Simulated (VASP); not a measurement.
# Al (Cmcm) in VASP: a series of runs, part 2 of 2

VASP 6.6.1. The steps go on from the part before.

## 3. Single point, PBE+D3(BJ) (atom 1 (Al) moved by (+0.000, +0.600) A along x and y)

INCAR

```
  PREC = Accurate
  ENCUT = 520
  EDIFF = 1E-6
  ISMEAR = 0
  SIGMA = 0.15
  LREAL = False
  LASPH = True
  NELM = 60
  ALGO = Fast
  ISIF = 2
  LWAVE = False
  LCHARG = False
  GGA = PE
  IVDW = 12
  NBANDS = 10
```

KPOINTS

```
Automatic mesh
0
Gamma
  18 18 10
```

POSCAR

```
Al
1.0
    2.8124553515      0.0000000000      0.0000000000
   -1.4062276757      2.4356577814      0.0000000000
    0.0000000000      0.0000000000      4.8668500000
Al
2
Direct
    0.7898366794      0.5796733588      0.7500000000
    0.3333333333      0.6666666667      0.2500000000
```

Potentials or basis: VASP PAW PBE potentials, release 64 (Al).

Launch:

```bash
> cat potpaw_PBE.64/Al/POTCAR > POTCAR
> mpirun -np 1 vasp_std > vasp.out
```

OUTCAR:

```text
PREC = Accurate
   ENCUT = 520
   EDIFF = 1E-6
   ISMEAR = 0
   LREAL = False
   LASPH = True
   NELM = 60
   ISIF = 2
   GGA = PE
   IVDW = 12
 IVDW          = 12

 ion  position               nearest neighbor table
   1  0.790  0.580  0.750-   2 2.82   2 2.82   2 2.82   2 2.82   2 3.30   2 3.30
   2  0.333  0.667  0.250-   1 2.82   1 2.82   1 2.82   1 2.82   1 3.30   1 3.30

  LATTYP: Found a hexagonal cell.
 ALAT       =     2.8124553515
 C/A-ratio  =     1.7304630267

  Lattice vectors:

 A1 = (   2.8124553515,   0.0000000000,   0.0000000000)
 A2 = (  -1.4062276757,   2.4356577814,   0.0000000000)
 A3 = (   0.0000000000,   0.0000000000,   4.8668500000)

Analysis of symmetry for initial positions (statically):
=====================================================================
 Subroutine PRICEL returns:
 Original cell was already a primitive cell.

 Routine SETGRP: Setting up the symmetry group for a
 hexagonal supercell.

 Subroutine GETGRP returns: Found  8 space group operations
 (whereof  2 operations were pure point group operations)
 out of a pool of 24 trial point group operations.

The static configuration has the point symmetry C_1h.
 The point group associated with its full space group is D_2h.

Analysis of symmetry for dynamics (positions and initial velocities):
=====================================================================
 Subroutine PRICEL returns:
 Original cell was already a primitive cell.

 Routine SETGRP: Setting up the symmetry group for a
 hexagonal supercell.

 Subroutine GETGRP returns: Found  8 space group operations
 (whereof  2 operations were pure point group operations)
 out of a pool of 24 trial point group operations.

The dynamic configuration has the point symmetry C_1h.
 The point group associated with its full space group is D_2h.

 Subroutine INISYM returns: Found  8 space group operations
 (whereof  2 operations are pure point group operations),
 and found     1 'primitive' translations

----------------------------------------------------------------------------------------
[... 122 lines left out ...]
   LEPSILON=     F    determine dielectric tensor
   LRPA    =     F    only Hartree local field effects (RPA)
 non-spin polarized calculation
 RMM-DIIS sequential band-by-band and
 Gauss-broadening in eV      SIGMA  =   0.15
  energy-cutoff  :      520.00
  volume of cell :       33.34
 maximum number of plane-waves:       920
 NGX is ok and might be reduce to    24
   NGX = 11   NGY = 11   NGZ = 19

 number of electron       6.0000000 magnetization

 Free energy of the ion-electron system (eV)
  ---------------------------------------------------
  ext. energy  EPLUGINS =         0.00000000
  ---------------------------------------------------
  free energy    TOTEN  =        -7.35831256 eV

  energy without entropy =       -7.34937443  energy(sigma->0) =       -7.35384349

 E-fermi :   7.8459     XC(G=0): -10.1563

 val. band max:        7.8388782423   @ k =   0.3889   0.1111   0.0000
 cond. band min:       7.8468564261   @ k =   0.4444   0.2778   0.5000
 fundamental gap:      0.0079781837
 Fermi energy:         7.8459443183

 k-point     1 :       0.0000    0.0000    0.0000
  band No.  band energies     occupation
      1      -3.1795      2.00000
      2       2.8253      2.00000
      3       3.0468      2.00000
      4      18.3027      0.00000
      5      19.2170      0.00000
      6      19.6157      0.00000
      7      19.9384      0.00000
      8      20.2952      0.00000
      9      20.7616      0.00000
     10      20.9068      0.00000
[... 287 lines left out ...]
 k-point    24 :      -0.1667    0.1111    0.0000
  band No.  band energies     occupation
      1      -2.6412      2.00000
      2       3.3498      2.00000
      3       3.5505      2.00000
      4      14.5398      0.00000
      5      15.7697      0.00000
      6      18.4660      0.00000
      7      19.3112      0.00000
      8      19.4235      0.00000
      9      19.9897      0.00000
     10      21.0382      0.00000

 [... further k-points ...]

------------------------ aborting loop because EDIFF is reached ----------------------------------------

 Edisp (eV)   -0.66584

 E8    (eV) :    -0.2978

  FORCE on cell =-STRESS in cart. coord.  units (eV):
  Direction    XX          YY          ZZ          XY          YZ          ZX
  --------------------------------------------------------------------------------------
  -------------------------------------------------------------------------------------
  Total      -0.49993    -0.42796    -0.38146    -0.00000     0.00000     0.00000
  in kB     -24.02529   -20.56674   -18.33193    -0.00000     0.00000     0.00000
  external pressure =      -20.97 kB  Pullay stress =        0.00 kB

 VOLUME and BASIS-vectors are now :
 -----------------------------------------------------------------------------
  energy-cutoff  :      520.00
  volume of cell :       33.34
      direct lattice vectors                 reciprocal lattice vectors
     2.812455352  0.000000000  0.000000000     0.355561200  0.205283355  0.000000000
    -1.406227676  2.435657781  0.000000000     0.000000000  0.410566709  0.000000000
     0.000000000  0.000000000  4.866850000     0.000000000  0.000000000  0.205471712

 POSITION                                       TOTAL-FORCE (eV/Angst)
 -----------------------------------------------------------------------------------
      1.40623      1.41189      3.65014        -0.000000     -0.097826      0.000000
     -0.00000      1.62377      1.21671         0.000000      0.097826     -0.000000
 -----------------------------------------------------------------------------------
    total drift:                               -0.000000     -0.000001     -0.000000

  FREE ENERGIE OF THE ION-ELECTRON SYSTEM (eV)
  ---------------------------------------------------
  free  energy   TOTEN  =        -8.0241547159 eV

  energy  without entropy=       -8.0152165882  energy(sigma->0) =       -8.01968565
```

It took 91 s on 1 thread of AMD EPYC 7R43 (Zen 3), shared host; peak memory 0.23 GiB.

What came out:

```
Free energy                : -8.0242 eV
Pressure                   : -2.1 GPa
Largest force              : 0.098 eV/Å
Band gap on the k mesh     : zero (band 3 reaches 11.58 eV, above the bottom of band 4 at 4.54 eV)
Dispersion energy per atom : -0.333 eV
```

Forces in eV/Å, atoms in the order of the input:
```
Al   0.000 -0.098  0.000
Al   0.000  0.098  0.000
```

Stress tensor (GPa, compression positive):
```
-2.40  0.00  0.00
 0.00 -2.06  0.00
 0.00  0.00 -1.83
```

Caveat: the cell differs from its parent crystal (atom 1 (Al) moved by (+0.000, +0.600) A along x and y); pairwise dispersion overbinds metals, which lowers pressure and volume.

## 4. Single point, PBE+D3(BJ) (atom 1 (Al) moved by (+0.000, -0.300) A along x and y)

INCAR

```
SYSTEM = Al
PREC = Accurate
ENCUT = 520
EDIFF = 1E-7
ISMEAR = 0
SIGMA = 0.15
LREAL = .FALSE.
LASPH = .TRUE.
NELM = 80
ALGO = Fast
ISIF = 2
LWAVE = .FALSE.
LCHARG = .TRUE.
GGA = PE
IVDW = 12
LELF = .TRUE.
LVHAR = .TRUE.
NBANDS = 10
```

KPOINTS

```
regular mesh
0
G
  18 18 10
  0 0 0
```

Edit POSCAR of step 3 so:

```diff
@@ -8,3 +8,3 @@
 Direct
-    0.7898366794      0.5796733588      0.7500000000
+    0.6050816603      0.2101633206      0.7500000000
     0.3333333333      0.6666666667      0.2500000000
```

Launch:

```bash
> cat potpaw_PBE.64/Al/POTCAR > POTCAR
> mpirun -np 1 vasp_std > vasp.out
```

It took 2.2 min on 1 thread of AMD EPYC 7R43 (Zen 3), shared host; peak memory 0.24 GiB.

The run converged. Its results:

- Free energy: -8.0477 eV
- Pressure: -2.5 GPa
- Largest force: 0.294 eV/Å
- Band gap on the k mesh: zero (band 3 reaches 11.50 eV, above the bottom of band 4 at 4.75 eV)
- Dispersion energy per atom: -0.333 eV

Forces in eV/Å, atoms in the order of the input:
```
Al   0.000  0.294  0.000
Al   0.000 -0.294  0.000
```

Stress tensor (GPa, compression positive):
```
-2.35  0.00  0.00
 0.00 -2.37  0.00
 0.00  0.00 -2.77
```

Levels at points of the mesh, in eV from the Fermi level:
| k point | band 1 | band 2 | band 3 | band 4 | band 5 | band 6 |
| --- | --- | --- | --- | --- | --- | --- |
| (0.00, 0.00, 0.00) | -11.04 | -5.03 | -4.80 | 10.63 | 11.55 | 11.63 |
| (0.50, 0.00, 0.00) | -5.01 | -4.87 | 0.47 | 0.50 | 1.48 | 1.68 |
| (0.00, 0.50, 0.00) | -4.95 | -4.94 | 0.96 | 0.99 | 1.05 | 1.11 |
| (0.00, 0.00, 0.50) | -9.48 | -9.48 | 2.40 | 2.40 | 12.51 | 12.51 |
| (0.50, 0.00, 0.50) | -3.74 | -3.74 | -3.11 | -3.11 | 7.25 | 7.25 |
| (0.00, 0.50, 0.50) | -3.82 | -3.82 | -2.99 | -2.99 | 7.13 | 7.13 |

Caveat: the cell differs from its parent crystal (atom 1 (Al) moved by (+0.000, -0.300) A along x and y); pairwise dispersion overbinds metals, which lowers pressure and volume.

## 5. Single point, PBE+D3(BJ) (atom 1 (Al) moved by (+0.000, +0.300) A along x and y)

INCAR

```
SYSTEM = Al
  PREC = Accurate
  ENCUT = 520
  EDIFF = 1E-6
  ISMEAR = 0
  SIGMA = 0.15
  LREAL = .FALSE.
  LASPH = .TRUE.
  NELM = 80
  ALGO = Fast
  ISIF = 2
  LWAVE = .FALSE.
  LCHARG = .FALSE.
  GGA = PE
  IVDW = 12
  NBANDS = 10
```

KPOINTS is that of step 4.

Edit POSCAR of step 4 so:

```diff
@@ -8,3 +8,3 @@
 Direct
-    0.6050816603      0.2101633206      0.7500000000
+    0.7282516730      0.4565033461      0.7500000000
     0.3333333333      0.6666666667      0.2500000000
```

Launch:

```bash
> cat potpaw_PBE.64/Al/POTCAR > POTCAR
> mpirun -np 1 vasp_std > vasp.out
```

Run time: 92 s. Hardware: 1 thread of AMD EPYC 7R43 (Zen 3), shared host; peak memory 0.23 GiB.

Results (log left out):

```yaml
Free_energy: -8.0636 eV
Pressure: -2.8 GPa
Largest_force: 0.139 eV/Å
Band_gap_on_the_k_mesh: zero (band 3 reaches 11.62 eV, above the bottom of band 4 at 4.69 eV)
Dispersion_energy_per_atom: -0.333 eV
```

Forces in eV/Å, atoms in the order of the input:
```
Al   0.000 -0.139  0.000
Al   0.000  0.139  0.000
```

Stress tensor (GPa, compression positive):
```
-2.54  0.00  0.00
 0.00 -2.30  0.00
 0.00  0.00 -3.49
```

Levels at points of the mesh, in eV from the Fermi level:
```csv
k point,band 1,band 2,band 3,band 4,band 5,band 6,band 7
"(0.00, 0.00, 0.00)",-11.04,-5.04,-4.81,10.75,11.39,11.73,11.75
"(0.50, 0.00, 0.00)",-4.98,-4.92,0.79,0.79,1.25,1.28,6.34
"(0.00, 0.50, 0.00)",-5.03,-4.86,0.37,0.38,1.55,1.83,6.25
"(0.00, 0.00, 0.50)",-9.49,-9.49,2.40,2.40,12.50,12.50,12.56
"(0.50, 0.00, 0.50)",-3.81,-3.81,-3.02,-3.02,7.29,7.29,7.43
"(0.00, 0.50, 0.50)",-3.70,-3.70,-3.18,-3.18,7.52,7.52,7.58
```

Caveat: the cell differs from its parent crystal (atom 1 (Al) moved by (+0.000, +0.300) A along x and y); pairwise dispersion overbinds metals, which lowers pressure and volume.
